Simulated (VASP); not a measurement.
# Si2WC3 (P3m1) in VASP: a series of runs

The runs below take Si2WC3 through relaxation of cell and atoms, relaxation of shape and atoms at fixed volume, with PBE.

Everything below comes from runs of VASP 6.6.1. Logs are shortened: lines on timing, memory, paths and dates and some standing lists are left out, and cuts for length are marked.

## (1) The cell of the first run

Symmetry: P3m1, No. 156, trigonal system. The conventional cell has a = 3.015 Å, b = 3.015 Å, c = 8.090 Å, α = 90.00°, β = 90.00°, γ = 120.00°. Si (site symmetry 3m) has 4 C at 1.84 to 1.94 Å within 2.4 Å. Within 2.4 Å of Si (site symmetry 3m) lie 4 C at 1.83 to 1.88 Å. Within 2.8 Å of W (site symmetry 3m) lie 6 C at 2.14 to 2.38 Å and 1 Si at 2.47 Å. Within 2.6 Å of C (site symmetry 3m) lie 3 Si at 1.94 Å and 3 W at 2.38 Å. Within 2.4 Å of C (site symmetry 3m) lie 4 Si at 1.84 to 1.88 Å. C (site symmetry 3m) has 1 Si at 1.83 Å and 3 W at 2.14 Å within 2.4 Å.

## (2) Relaxation of cell and atoms, PBE

INCAR reads:

```
SYSTEM = Si2WC3
PREC     = Accurate       ! precision mode
ENCUT    = 600            ! plane-wave cutoff, eV
EDIFF    = 1E-7           ! SCF threshold, eV
ISMEAR   = 0              ! smearing method
SIGMA    = 0.02           ! smearing width, eV
LREAL    = .FALSE.        ! projectors in reciprocal space
LASPH    = .TRUE.         ! aspherical terms in the spheres
NELM     = 100            ! most SCF steps
ALGO     = Normal         ! electronic algorithm
ISIF     = 3              ! what is computed and relaxed
LWAVE    = .FALSE.        ! write WAVECAR
LCHARG   = .FALSE.        ! write CHGCAR
GGA      = PE             ! functional
IBRION   = 2              ! ionic algorithm
NSW      = 100            ! ionic steps
EDIFFG   = -0.01          ! ionic threshold
```

KPOINTS reads:

```
regular mesh
0
G
  12 12 4
  0 0 0
```

POSCAR reads:

```
Si2WC3
1.0
    3.0151513519      0.0000000000      0.0000000000
   -1.5075756760      2.6111976670      0.0000000000
    0.0000000000      0.0000000000      8.0902671865
Si W C
2 1 3
Direct
    0.0000000000      0.0000000000      0.8979767040
    0.3333333333      0.6666666667      0.5831957680
    0.0000000000      0.0000000000      0.2031411386
    0.3333333333      0.6666666667      0.0030084158
    0.0000000000      0.0000000000      0.6706100470
    0.3333333333      0.6666666667      0.3570679267
```

Potentials or basis: VASP PAW PBE potentials, release 64 (Si, W_sv, C).

The run is started by

```sh
cat potpaw_PBE.64/Si/POTCAR potpaw_PBE.64/W_sv/POTCAR potpaw_PBE.64/C/POTCAR > POTCAR
mpirun -np 1 vasp_std > vasp.out
```

OUTCAR:

```text
SYSTEM = Si2WC3
   PREC = Accurate
   ENCUT = 600
   EDIFF = 1E-7
   ISMEAR = 0
   LREAL = .FALSE.
   LASPH = .TRUE.
   NELM = 100
   ISIF = 3
   GGA = PE
   IBRION = 2
   NSW = 100
   EDIFFG = -0.01

 ion  position               nearest neighbor table
   1  0.000  0.000  0.898-   5 1.84   4 1.94   4 1.94   4 1.94   3 2.47   2 3.08   2 3.08   2 3.08

   2  0.333  0.667  0.583-   6 1.83   5 1.88   5 1.88   5 1.88   1 3.08   1 3.08   1 3.08
   3  0.000  0.000  0.203-   6 2.14   6 2.14   6 2.14   4 2.38   4 2.38   4 2.38   1 2.47
   4  0.333  0.667  0.003-   1 1.94   1 1.94   1 1.94   3 2.38   3 2.38   3 2.38
   5  0.000  0.000  0.671-   1 1.84   2 1.88   2 1.88   2 1.88
   6  0.333  0.667  0.357-   2 1.83   3 2.14   3 2.14   3 2.14

  LATTYP: Found a hexagonal cell.
 ALAT       =     3.0151513519
 C/A-ratio  =     2.6832043378

  Lattice vectors:

 A1 = (   3.0151513519,   0.0000000000,   0.0000000000)
 A2 = (  -1.5075756760,   2.6111976670,   0.0000000000)
 A3 = (   0.0000000000,   0.0000000000,   8.0902671865)

Analysis of symmetry for initial positions (statically):
=====================================================================
 Subroutine PRICEL returns:
 Original cell was already a primitive cell.

 Routine SETGRP: Setting up the symmetry group for a
 hexagonal supercell.

 Subroutine GETGRP returns: Found  6 space group operations
 (whereof  6 operations were pure point group operations)
 out of a pool of 24 trial point group operations.

The static configuration has the point symmetry C_3v.

Analysis of symmetry for dynamics (positions and initial velocities):
=====================================================================
 Subroutine PRICEL returns:
 Original cell was already a primitive cell.

 Routine SETGRP: Setting up the symmetry group for a
 hexagonal supercell.

 Subroutine GETGRP returns: Found  6 space group operations
 (whereof  6 operations were pure point group operations)
 out of a pool of 24 trial point group operations.

The dynamic configuration has the point symmetry C_3v.

 Subroutine INISYM returns: Found  6 space group operations
 (whereof  6 operations are pure point group operations),
 and found     1 'primitive' translations

----------------------------------------------------------------------------------------

                                     Primitive cell

  volume of cell :      63.6959

  direct lattice vectors                    reciprocal lattice vectors
     3.015151352  0.000000000  0.000000000     0.331658309  0.191483014  0.000000000
    -1.507575676  2.611197667  0.000000000     0.000000000  0.382966028  0.000000000
     0.000000000  0.000000000  8.090267187     0.000000000  0.000000000  0.123605312

  length of vectors
     3.015151352  3.015151352  8.090267187     0.382966028  0.382966028  0.123605312

  position of ions in fractional coordinates (direct lattice)
     0.000000000  0.000000000  0.897976704
     0.333333333  0.666666667  0.583195768
     0.000000000  0.000000000  0.203141139
     0.333333333  0.666666667  0.003008416
     0.000000000  0.000000000  0.670610047
     0.333333333  0.666666667  0.357067927

  ion indices of the primitive-cell ions
   primitive index   ion index
                 1           1
                 2           2
                 3           3
                 4           4
                 5           5
                 6           6

----------------------------------------------------------------------------------------

 KPOINTS: regular mesh

Automatic generation of k-mesh.
 Grid dimensions read from file:
 generate k-points for:   12   12    4

 Generating k-lattice:

  Cartesian coordinates                     Fractional coordinates (reciprocal lattice)
     0.027638192  0.015956918  0.000000000     0.083333333  0.000000000  0.000000000
     0.000000000  0.031913836  0.000000000     0.000000000  0.083333333  0.000000000
     0.000000000  0.000000000  0.030901328     0.000000000  0.000000000  0.250000000

  Length of vectors
     0.031913836  0.031913836  0.030901328

  Shift w.r.t. Gamma in fractional coordinates (k-lattice)
     0.000000000  0.000000000  0.000000000

 Subroutine IBZKPT returns following result:
 ===========================================

 Found     69 irreducible k-points:

 Following reciprocal coordinates:
            Coordinates               Weight
  0.000000  0.000000  0.000000      1.000000
  0.083333  0.000000  0.000000      6.000000
  0.166667  0.000000  0.000000      6.000000
  0.250000  0.000000  0.000000      6.000000
  0.333333  0.000000  0.000000      6.000000
  0.416667 -0.000000  0.000000      6.000000
[... 16 lines left out ...]
  0.166667  0.000000  0.250000      6.000000
  0.000000  0.166667  0.250000      6.000000
 [... further k-points ...]
   k-points           NKPTS =     69   k-points in BZ     NKDIM =     69   number of bands    NBANDS=     21
   number of dos      NEDOS =    301   number of ions     NIONS =      6
   total plane-waves  NPLWV =  40320
   dimension x,y,z NGX =    24 NGY =   24 NGZ =   70
   dimension x,y,z NGXF=    48 NGYF=   48 NGZF=  140
   ions per type =               2   1   3
   NGX,Y,Z   is equivalent  to a cutoff of  13.23, 13.23, 14.38 a.u.
   NGXF,Y,Z  is equivalent  to a cutoff of  26.47, 26.47, 28.77 a.u.
 SYSTEM =  Si2WC3
   PREC   = accura    normal or accurate (medium, high low for compatibility)
   ISTART =      0    job   : 0-new  1-cont  2-samecut
   ICHARG =      2    charge: 1-file 2-atom 10-const
   ISPIN  =      1    spin polarized calculation?
   LNONCOLLINEAR =      F non collinear calculations
   LSORBIT =      F    spin-orbit coupling
   LASPH  =      T    aspherical Exc in radial PAW
   ENCUT  =  600.0 eV  44.10 Ry    6.64 a.u.   6.02  6.02 16.16*2*pi/ulx,y,z
   NELM   =    100;   NELMIN=  2; NELMDL= -5     # of ELM steps
   EDIFF  = 0.1E-06   stopping-criterion for ELM
   LREAL  =      F    real-space projection
   EDIFFG = -.1E-01   stopping-criterion for IOM
   NSW    =    100    number of steps for IOM
   IBRION =      2    ionic relax: 0-MD 1-quasi-New 2-CG
   NFREE  =      1    steps in history (QN), initial steepest desc. (CG)
   ISIF   =      3    stress and relaxation
   ISYM   =      2    0-nonsym 1-usesym 2-fastsym
   POTIM  = 0.5000    time-step for ionic-motion
   TEBEG  =    0.0;   TEEND  =   0.0 temperature during run
   PSTRESS=    0.0 pullay stress
   NELECT =      34.0000    total number of electrons
   NUPDOWN=      -1.0000    fix difference up-down
   EMIN   =  10.00;   EMAX   =-10.00  energy-range for DOS
   EFERMI =   0.00;   METHOD = LEGACY
   ISMEAR =     0;   SIGMA  =   0.02  broadening in eV -4-tet -1-fermi 0-gaus
   EFERMI_NEDOS =   21; number of points for ismear=-14 and -15
   IALGO  =     38    algorithm
   IMIX   =      4    mixing-type and parameters
     AMIX     =   0.40;   BMIX     =  1.00
     AMIX_MAG =   1.60;   BMIX_MAG =  1.00
  volume/ion in A,a.u.               =      10.62        71.64
  Fermi-wavevector in a.u.,A,eV,Ry     =   1.327997  2.509551 23.994923  1.763577
  Thomas-Fermi vector in A             =   2.457268
   LORBIT       =      0    0 simple, 1 ext, 2 COOP (PROOUT), +10 PAW based schemes
   GGA     = PE    functional components
   LHFCALC =     F    Hartree Fock is set to
   AEXX    =    0.0000 exact exchange contribution
   IVDW    =     0    specifies the selected vdW correction
   LEPSILON=     F    determine dielectric tensor
   LRPA    =     F    only Hartree local field effects (RPA)
 conjugate gradient relaxation of ions
 non-spin polarized calculation
 Gauss-broadening in eV      SIGMA  =   0.02
  energy-cutoff  :      600.00
  volume of cell :       63.70
 maximum number of plane-waves:      2160
   NGX = 13   NGY = 13   NGZ = 33

--------------------------------------- Ionic step        1  -------------------------------------------

 number of electron      33.9999997 magnetization

 Free energy of the ion-electron system (eV)
  ---------------------------------------------------
  ext. energy  EPLUGINS =         0.00000000
  ---------------------------------------------------
  free energy    TOTEN  =       -50.64646125 eV

  energy without entropy =      -50.64646125  energy(sigma->0) =      -50.64646125

------------------------ aborting loop because EDIFF is reached ----------------------------------------

  FORCE on cell =-STRESS in cart. coord.  units (eV):
  Direction    XX          YY          ZZ          XY          YZ          ZX
  --------------------------------------------------------------------------------------
  -------------------------------------------------------------------------------------
  Total       -0.0527597     -0.0527597     -0.0196122      0.0000000      0.0000000      0.0000000
  in kB       -1.3270926     -1.3270926     -0.4933155      0.0000000      0.0000000      0.0000000
  external PRESSURE =      -1.0491669 kB  Pullay stress =       0.0000000 kB
[... 105 lines left out ...]
  energy  without entropy=      -50.6465556852  energy(sigma->0) =      -50.64655569

--------------------------------------- Ionic step        4  -------------------------------------------

 number of electron      33.9999997 magnetization

 Free energy of the ion-electron system (eV)
  ---------------------------------------------------
  ext. energy  EPLUGINS =         0.00000000
  ---------------------------------------------------
  free energy    TOTEN  =       -50.64659311 eV

  energy without entropy =      -50.64659311  energy(sigma->0) =      -50.64659311

 E-fermi :   9.8035     XC(G=0): -12.0781

 val. band max:        9.6302517578   @ k =   0.0833   0.0000   0.5000
 cond. band min:      10.3874436176   @ k =   0.1667   0.1667   0.0000
 fundamental gap:      0.7571918599
 Fermi energy:         9.8035445081

 k-point     1 :       0.0000    0.0000    0.0000
  band No.  band energies     occupation
      1     -64.6228      2.00000
      2     -28.8946      2.00000
      3     -28.5927      2.00000
      4     -28.5927      2.00000
      5      -6.9598      2.00000
      6      -5.1907      2.00000
[... 550 lines left out ...]
      5      -6.4089      2.00000
      6      -4.8899      2.00000
[... 13 lines left out ...]
     20      13.2673      0.00000
     21      14.2482      0.00000

 [... further k-points ...]

------------------------ aborting loop because EDIFF is reached ----------------------------------------

  FORCE on cell =-STRESS in cart. coord.  units (eV):
  Direction    XX          YY          ZZ          XY          YZ          ZX
  --------------------------------------------------------------------------------------
  -------------------------------------------------------------------------------------
  Total        0.0294871      0.0294871     -0.0011056     -0.0000000      0.0000000      0.0000000
  in kB        0.7423119      0.7423119     -0.0278325     -0.0000000      0.0000000      0.0000000
  external PRESSURE =       0.4855971 kB  Pullay stress =       0.0000000 kB
[... 21 lines left out ...]
  FREE ENERGIE OF THE ION-ELECTRON SYSTEM (eV)
  ---------------------------------------------------
  free  energy   TOTEN  =       -50.6465931122 eV

  energy  without entropy=      -50.6465931122  energy(sigma->0) =      -50.64659311

 reached required accuracy - stopping structural energy minimisation
```

It took 2.6 min on 1 thread of Intel Xeon Platinum 8488C (Sapphire Rapids), shared host; peak memory 0.27 GiB.

What came out:

```yaml
Free_energy: -50.6466 eV
Relaxed_volume: 10.61 Å³/atom
Relaxed_cell: a = 3.014 Å, b = 3.014 Å, c = 8.091 Å, α = 90.00°, β = 90.00°, γ = 120.00°
Space_group_after_relaxing_to_0.05_Å: P3m1 (No. 156)
Energy_gained_by_relaxing: 0.0 meV/atom
Ionic_steps: 4
Pressure_after_relaxing: 0.0 GPa
Largest_force_after_relaxing: 0.009 eV/Å
Band_gap_on_the_k_mesh: 0.76 eV, indirect (least direct gap 1.48 eV)
```

Forces in eV/Å, atoms in the order of the input:
```
Si   0.000  0.000  0.006
Si   0.000  0.000 -0.002
W    0.000  0.000 -0.001
C    0.000  0.000 -0.009
C    0.000  0.000  0.004
C    0.000  0.000  0.002
```

The path:
```
step  energy change (eV)  largest force (eV/Å)  pressure (GPa)  volume (Å³)
   1              0.0000                0.0761           -0.10        63.70
   2              0.0001                0.0959            0.09        63.63
   3             -0.0001                0.0213           -0.02        63.67
   4             -0.0001                0.0094            0.05        63.64
```

Final structure:
```xyz
6
Lattice="3.0137 0.0000 0.0000 -1.5068 2.6099 0.0000 0.0000 0.0000 8.0915" Properties=species:S:1:pos:R:3 pbc="T T T"
Si    3.0137    0.0000    7.2651
Si    0.0000    1.7400    4.7193
W     1.5068    2.6099    1.6437
C     0.0000    1.7400    0.0226
C     0.0000    0.0000    5.4260
C     0.0000    1.7400    2.8916
```

Caveat: spin-orbit coupling is left out, which moves the levels of the heavy elements.

[end of part 1 of 2]
